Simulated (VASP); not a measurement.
# I (P6_3/mmc) in VASP: notebook

I is run at these levels: PBEsol; tasks: single point.

Program: VASP 6.6.1. These are calculated values, not measurements. Logs are shortened: lines on timing, memory, paths and dates and some standing lists are left out, and cuts for length are marked.

### Step 1. The cell of the first run

It takes space group P6_3/mmc (No. 194, hexagonal). The conventional cell has a = 5.444 Å, b = 5.444 Å, c = 8.495 Å, α = 90.00°, β = 90.00°, γ = 120.00°. I (site symmetry -6m2) has 3 I at 3.14 Å within 4.1 Å. I (site symmetry -6m2) has 3 I at 3.14 Å within 4.1 Å.

### Step 2. Single point, PBEsol

The input, INCAR:

```
PREC = Accurate
ENCUT = 520
EDIFF = 1E-6
ISMEAR = 0
SIGMA = 0.1
LREAL = False
LASPH = True
NELM = 100
ALGO = Normal
ISIF = 2
LWAVE = False
LCHARG = False
GGA = PS
NBANDS = 22
```

The input, KPOINTS:

```
regular mesh
0
Gamma
  6 6 2
```

The input, POSCAR:

```
I
1.0
    5.4441504870      0.0000000000      0.0000000000
   -2.7220752435      4.7147726237      0.0000000000
    0.0000000000      0.0000000000      8.4945010900
I
4
Direct
    0.0000000000      0.0000000000      0.2500000000
    0.0000000000      0.0000000000      0.7500000000
    0.3333333333      0.6666666667      0.7500000000
    0.6666666667      0.3333333333      0.2500000000
```

Potentials or basis: VASP PAW PBE potentials, release 64 (I).

Started as:

```bash
$ cat potpaw_PBE.64/I/POTCAR > POTCAR
$ mpirun -np 1 vasp_std > vasp.out
```

OUTCAR:

```text
PREC = Accurate
   ENCUT = 520
   EDIFF = 1E-6
   ISMEAR = 0
   LREAL = False
   LASPH = True
   NELM = 100
   ISIF = 2
   GGA = PS

 ion  position               nearest neighbor table
   1  0.000  0.000  0.250-   4 3.14   4 3.14   4 3.14
   2  0.000  0.000  0.750-   3 3.14   3 3.14   3 3.14
   3  0.333  0.667  0.750-   2 3.14   2 3.14   2 3.14
   4  0.667  0.333  0.250-   1 3.14   1 3.14   1 3.14

  LATTYP: Found a hexagonal cell.
 ALAT       =     5.4441504870
 C/A-ratio  =     1.5602987299

  Lattice vectors:

 A1 = (   5.4441504870,   0.0000000000,   0.0000000000)
 A2 = (  -2.7220752435,   4.7147726237,   0.0000000000)
 A3 = (   0.0000000000,   0.0000000000,   8.4945010900)

Analysis of symmetry for initial positions (statically):
=====================================================================
 Subroutine PRICEL returns:
 Original cell was already a primitive cell.

 Routine SETGRP: Setting up the symmetry group for a
 hexagonal supercell.

 Subroutine GETGRP returns: Found 24 space group operations
 (whereof 12 operations were pure point group operations)
 out of a pool of 24 trial point group operations.

The static configuration has the point symmetry D_3d.
 The point group associated with its full space group is D_6h.

Analysis of symmetry for dynamics (positions and initial velocities):
=====================================================================
 Subroutine PRICEL returns:
 Original cell was already a primitive cell.

 Routine SETGRP: Setting up the symmetry group for a
 hexagonal supercell.

 Subroutine GETGRP returns: Found 24 space group operations
 (whereof 12 operations were pure point group operations)
 out of a pool of 24 trial point group operations.

The dynamic configuration has the point symmetry D_3d.
 The point group associated with its full space group is D_6h.

 Subroutine INISYM returns: Found 24 space group operations
 (whereof 12 operations are pure point group operations),
 and found     1 'primitive' translations

----------------------------------------------------------------------------------------

                                     Primitive cell

  volume of cell :     218.0363

  direct lattice vectors                    reciprocal lattice vectors
     5.444150487  0.000000000  0.000000000     0.183683387  0.106049653  0.000000000
    -2.722075243  4.714772624  0.000000000     0.000000000  0.212099306  0.000000000
     0.000000000  0.000000000  8.494501090     0.000000000  0.000000000  0.117723218

  length of vectors
     5.444150487  5.444150487  8.494501090     0.212099306  0.212099306  0.117723218

  position of ions in fractional coordinates (direct lattice)
     0.000000000  0.000000000  0.250000000
     0.000000000  0.000000000  0.750000000
     0.333333333  0.666666667  0.750000000
     0.666666667  0.333333333  0.250000000

  ion indices of the primitive-cell ions
   primitive index   ion index
                 1           1
                 2           2
                 3           3
                 4           4

----------------------------------------------------------------------------------------

 KPOINTS: regular mesh

Automatic generation of k-mesh.
 Grid dimensions read from file:
 generate k-points for:    6    6    2

 Generating k-lattice:

  Cartesian coordinates                     Fractional coordinates (reciprocal lattice)
     0.030613898  0.017674942  0.000000000     0.166666667  0.000000000  0.000000000
     0.000000000  0.035349884  0.000000000     0.000000000  0.166666667  0.000000000
     0.000000000  0.000000000  0.058861609     0.000000000  0.000000000  0.500000000

  Length of vectors
     0.035349884  0.035349884  0.058861609

  Shift w.r.t. Gamma in fractional coordinates (k-lattice)
     0.000000000  0.000000000  0.000000000

 Subroutine IBZKPT returns following result:
 ===========================================

 Found     14 irreducible k-points:

 Following reciprocal coordinates:
            Coordinates               Weight
  0.000000  0.000000  0.000000      1.000000
  0.166667  0.000000  0.000000      6.000000
  0.333333  0.000000  0.000000      6.000000
  0.500000  0.000000  0.000000      3.000000
  0.166667  0.166667  0.000000      6.000000
  0.333333  0.166667  0.000000     12.000000
  0.333333  0.333333  0.000000      2.000000
  0.000000  0.000000  0.500000      1.000000
  0.166667  0.000000  0.500000      6.000000
  0.333333  0.000000  0.500000      6.000000
  0.500000  0.000000  0.500000      3.000000
  0.166667  0.166667  0.500000      6.000000
  0.333333  0.166667  0.500000     12.000000
  0.333333  0.333333  0.500000      2.000000
   k-points           NKPTS =     14   k-points in BZ     NKDIM =     14   number of bands    NBANDS=     22
   number of dos      NEDOS =    301   number of ions     NIONS =      4
   total plane-waves  NPLWV = 102400
   dimension x,y,z NGX =    40 NGY =   40 NGZ =   64
   dimension x,y,z NGXF=    80 NGYF=   80 NGZF=  128
   ions per type =               4
   NGX,Y,Z   is equivalent  to a cutoff of  12.21, 12.21, 12.53 a.u.
   NGXF,Y,Z  is equivalent  to a cutoff of  24.43, 24.43, 25.05 a.u.
 SYSTEM =  unknown system
   PREC   = accura    normal or accurate (medium, high low for compatibility)
   ISTART =      0    job   : 0-new  1-cont  2-samecut
   ICHARG =      2    charge: 1-file 2-atom 10-const
   ISPIN  =      1    spin polarized calculation?
   LNONCOLLINEAR =      F non collinear calculations
   LSORBIT =      F    spin-orbit coupling
   LASPH  =      T    aspherical Exc in radial PAW
   ENCUT  =  520.0 eV  38.22 Ry    6.18 a.u.  10.12 10.12 15.79*2*pi/ulx,y,z
   NELM   =    100;   NELMIN=  2; NELMDL= -5     # of ELM steps
   EDIFF  = 0.1E-05   stopping-criterion for ELM
   LREAL  =      F    real-space projection
   EDIFFG = 0.1E-04   stopping-criterion for IOM
   NSW    =      0    number of steps for IOM
   IBRION =     -1    ionic relax: 0-MD 1-quasi-New 2-CG
   NFREE  =      0    steps in history (QN), initial steepest desc. (CG)
   ISIF   =      2    stress and relaxation
   ISYM   =      2    0-nonsym 1-usesym 2-fastsym
   POTIM  = 0.5000    time-step for ionic-motion
   TEBEG  =    0.0;   TEEND  =   0.0 temperature during run
   PSTRESS=    0.0 pullay stress
   NELECT =      28.0000    total number of electrons
   NUPDOWN=      -1.0000    fix difference up-down
   EMIN   =  10.00;   EMAX   =-10.00  energy-range for DOS
   EFERMI =   0.00;   METHOD = LEGACY
   ISMEAR =     0;   SIGMA  =   0.10  broadening in eV -4-tet -1-fermi 0-gaus
   EFERMI_NEDOS =   21; number of points for ismear=-14 and -15
   IALGO  =     38    algorithm
   IMIX   =      4    mixing-type and parameters
     AMIX     =   0.40;   BMIX     =  1.00
     AMIX_MAG =   1.60;   BMIX_MAG =  1.00
  volume/ion in A,a.u.               =      54.51       367.85
  Fermi-wavevector in a.u.,A,eV,Ry     =   0.825945  1.560810  9.281698  0.682186
  Thomas-Fermi vector in A             =   1.937892
   LORBIT       =      0    0 simple, 1 ext, 2 COOP (PROOUT), +10 PAW based schemes
   GGA     = PS    functional components
   LHFCALC =     F    Hartree Fock is set to
   AEXX    =    0.0000 exact exchange contribution
   IVDW    =     0    specifies the selected vdW correction
   LEPSILON=     F    determine dielectric tensor
   LRPA    =     F    only Hartree local field effects (RPA)
 non-spin polarized calculation
 Gauss-broadening in eV      SIGMA  =   0.10
  energy-cutoff  :      520.00
  volume of cell :      218.04
 maximum number of plane-waves:      5888
   NGX = 21   NGY = 21   NGZ = 31

 number of electron      28.0000001 magnetization

 Free energy of the ion-electron system (eV)
  ---------------------------------------------------
  ext. energy  EPLUGINS =         0.00000000
  ---------------------------------------------------
  free energy    TOTEN  =        -5.61647601 eV

  energy without entropy =       -5.60125226  energy(sigma->0) =       -5.60886413

 E-fermi :   0.7434     XC(G=0):  -6.9610

 val. band max:        0.6972828929   @ k =   0.1667   0.0000   0.0000
 cond. band min:       0.8440256165   @ k =   0.1667   0.0000   0.0000
 fundamental gap:      0.1467427236
 Fermi energy:         0.7433976078

 k-point     1 :       0.0000    0.0000    0.0000
  band No.  band energies     occupation
      1     -12.4229      2.00000
      2     -12.3151      2.00000
      3     -10.0411      2.00000
      4      -9.9763      2.00000
      5      -2.7781      2.00000
      6      -2.7781      2.00000
[... 14 lines left out ...]
     21       7.6727      0.00000
     22       8.5118      0.00000

 k-point     2 :       0.1667    0.0000    0.0000
  band No.  band energies     occupation
      1     -12.3177      2.00000
      2     -12.2129      2.00000
      3     -10.2425      2.00000
      4     -10.1768      2.00000
      5      -2.9178      2.00000
      6      -2.7963      2.00000
[... 14 lines left out ...]
     21       7.9917      0.00000
     22       8.9374      0.00000

 k-point     3 :       0.3333    0.0000    0.0000
  band No.  band energies     occupation
      1     -12.0314      2.00000
      2     -11.9374      2.00000
      3     -10.7037      2.00000
      4     -10.6378      2.00000
      5      -3.1408      2.00000
      6      -2.9860      2.00000
[... 14 lines left out ...]
     21       7.7526      0.00000
     22       8.3139      0.00000
[... 226 lines left out ...]
 k-point    13 :       0.3333    0.1667    0.5000
  band No.  band energies     occupation
      1     -11.7437      2.00000
      2     -11.7437      2.00000
      3     -10.9957      2.00000
      4     -10.9957      2.00000
      5      -3.3068      2.00000
      6      -3.3068      2.00000
[... 14 lines left out ...]
     21       8.1767      0.00000
     22       8.1767      0.00000

 k-point    14 :       0.3333    0.3333    0.5000
  band No.  band energies     occupation
      1     -11.3923      2.00000
      2     -11.3923      2.00000
      3     -11.3864      2.00000
      4     -11.3864      2.00000
      5      -3.4590      2.00000
      6      -3.4590      2.00000
[... 14 lines left out ...]
     21       8.6990      0.00000
     22       8.6990      0.00000

------------------------ aborting loop because EDIFF is reached ----------------------------------------

  FORCE on cell =-STRESS in cart. coord.  units (eV):
  Direction    XX          YY          ZZ          XY          YZ          ZX
  --------------------------------------------------------------------------------------
  -------------------------------------------------------------------------------------
  Total        0.0749852      0.0749852      0.0164100      0.0000000     -0.0000000      0.0000000
  in kB        0.5510075      0.5510075      0.1205843      0.0000000     -0.0000000      0.0000000
  external PRESSURE =       0.4075331 kB  Pullay stress =       0.0000000 kB

 VOLUME and BASIS-vectors are now :
 -----------------------------------------------------------------------------
  energy-cutoff  :      520.00
  volume of cell :      218.04
      direct lattice vectors                 reciprocal lattice vectors
     5.444150487  0.000000000  0.000000000     0.183683387  0.106049653  0.000000000
    -2.722075243  4.714772624  0.000000000     0.000000000  0.212099306  0.000000000
     0.000000000  0.000000000  8.494501090     0.000000000  0.000000000  0.117723218

 POSITION                                       TOTAL-FORCE (eV/Angst)
 -----------------------------------------------------------------------------------
      0.00000      0.00000      2.12363        -0.000000      0.000000      0.000000
      0.00000      0.00000      6.37088        -0.000000     -0.000000      0.000000
     -0.00000      3.14318      6.37088         0.000000      0.000000     -0.000000
      2.72208      1.57159      2.12363        -0.000000      0.000000      0.000000
 -----------------------------------------------------------------------------------
    total drift:                                0.000000     -0.000000      0.000000

  FREE ENERGIE OF THE ION-ELECTRON SYSTEM (eV)
  ---------------------------------------------------
  free  energy   TOTEN  =        -5.6164760127 eV

  energy  without entropy=       -5.6012522558  energy(sigma->0) =       -5.60886413
```

Run time: 32 s. Hardware: 1 thread of Intel Xeon 6975P-C (Granite Rapids), shared host; peak memory 0.3 GiB.

Results:

```yaml
Free_energy: -5.6165 eV
Pressure: 0.0 GPa
Band_gap_on_the_k_mesh: zero (band 14 reaches 0.70 eV, above the bottom of band 15 at 0.58 eV)
```

Caveat: the k points lie up to 0.37 Å⁻¹ apart; the PAW data sets were made with another functional, which shifts forces and pressure a little; spin-orbit coupling is left out, which moves the levels of the heavy elements; this functional lacks dispersion, which binds the layers, so the pressure and a relaxed spacing across them are unreliable.

[end of part 1 of 2]
